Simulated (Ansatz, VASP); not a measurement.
## Two plane-wave programs on MnO2

File INCAR:

```
PREC     = Accurate       # precision mode
ENCUT    = 520            # plane-wave cutoff, eV
EDIFF    = 1E-7           # SCF threshold, eV
ISMEAR   = -1             # smearing method
SIGMA    = 0.05           # smearing width, eV
LREAL    = False          # projectors in reciprocal space
LASPH    = True           # aspherical terms in the spheres
NELM     = 150            # most SCF steps
ALGO     = Normal         # electronic algorithm
ISIF     = 2              # what is computed and relaxed
LWAVE    = False          # write WAVECAR
LCHARG   = False          # write CHGCAR
ISPIN    = 2              # spin polarisation
MAGMOM   = 4 0 0          # initial moments
LORBIT   = 11             # projections on sites
LMAXMIX  = 4              # l up to which the mixer works
GGA      = PE             # functional
NBANDS   = 24             # bands
```

The input KPOINTS:

```
Automatic mesh
0
Gamma
  11 11 11
```

POSCAR

```
MnO2
1.0
    1.3992749259      0.8078717551      4.4903556470
   -1.3992749259      0.8078717551      4.4903556470
    0.0000000000     -1.6157435103      4.4903556470
Mn O
1 2
Direct
    0.0000000000      0.0000000000      0.0000000000
    0.7356355100      0.7356355100      0.7356355100
    0.2643644900      0.2643644900      0.2643644900
```

File input.yaml:

```yaml
crystal:
  lattice:
    - [1.3992749259, 0.8078717551, 4.490355647]
    - [-1.3992749259, 0.8078717551, 4.490355647]
    - [0.0, -1.6157435103, 4.490355647]
  atoms:
    - { symbol: Mn, position: [0.0, 0.0, 0.0], spin: 4.0 }
    - { symbol: O, position: [0.73563551, 0.73563551, 0.73563551] }
    - { symbol: O, position: [0.26436449, 0.26436449, 0.26436449] }
hamiltonian:
  xc: pbe
  pseudopotentials: { kind: paw }
magnetization:
  spin_polarized: true
kpoints:
  mp_grid: { grid: [11, 11, 11] }
scf:
  occupations: { method: fermi_dirac, width: 0.05 }
output:
  forces: true
  stress: true
  eigenvalues: true
```

Alike in both runs: task single point; functional PBE; k mesh 11 × 11 × 11; occupations fermi-dirac, width 0.05 eV; collinear spin.

```csv
,VASP,Ansatz
version,VASP 6.6.1,Ansatz 0.2.0
potentials or method,"VASP PAW PBE potentials, release 64 (Mn_pv, O)",Ansatz PAW
plane-wave cutoff (eV),520,420
valence electrons in the cell,25,27
```

```tsv
	VASP	Ansatz	Ansatz less VASP
gap on the k mesh at the Fermi level (eV)	0.61	0.65	+0.037
least direct gap on the mesh (eV)	0.66	0.70	+0.037
pressure (GPa)	21.1	19.8	-1.30
traceless stress, the component that is largest in VASP (GPa)	-5.15	-4.68	+0.469
rms of the force components (eV/Å)	0.615	0.565	-0.0504
net moment per atom (μB)	1.00	1.00	0.000
size of the moment on the site where the two differ most (μB)	2.78	2.42	-0.363
```

Site moments also hang on the region over which each program counts them. Atom by atom the forces differ by 0.050 eV/Å (rms over components). VASP's potentials hold 25 valence electrons a cell and Ansatz's 27, so a difference there can come from the potentials and not from the codes.

Noted on Ansatz's run: odd divisions of the mesh miss points on the zone boundary, where band edges often lie, so the gap on the mesh can be too wide.
